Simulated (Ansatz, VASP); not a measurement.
**AlO6 in VASP and in Ansatz**

```
Al O
1.0
     2.66222    1.53703    3.44959
    -2.66222    1.53703    3.44959
     0.00000   -3.07406    3.44959
Al O
1 6
Direct
  0.00000 0.00000 0.00000
  0.06905 0.55325 0.06905
  0.93095 0.44675 0.93095
  0.55325 0.06905 0.06905
  0.44675 0.93095 0.93095
  0.06905 0.06905 0.55325
  0.93095 0.93095 0.44675
```

Alike in both runs: functional PBE; k mesh 6 × 6 × 6; occupations gaussian, width 0.1 eV; no spin polarisation.

Ansatz relaxed the structure, and its values are those at the end. VASP's run is a single point on that final structure, the one shown.

```csv
,VASP,Ansatz
version,VASP 6.6.1,Ansatz 0.2.0
potentials or method,"VASP PAW PBE potentials, release 64 (Al, O), cutoff 520 eV","scalar-relativistic, plane waves, PAW"
valence electrons in the cell,39,39
```

```csv
,VASP,Ansatz,Ansatz less VASP
gap on the k mesh at the Fermi level (eV),none,none,-
pressure (GPa),0.8,0.0,-0.76
rms of the force components (eV/Å),0.230,0.000,-0.2300
```

A gap of «none» marks a metal or a gap that the smearing closes.
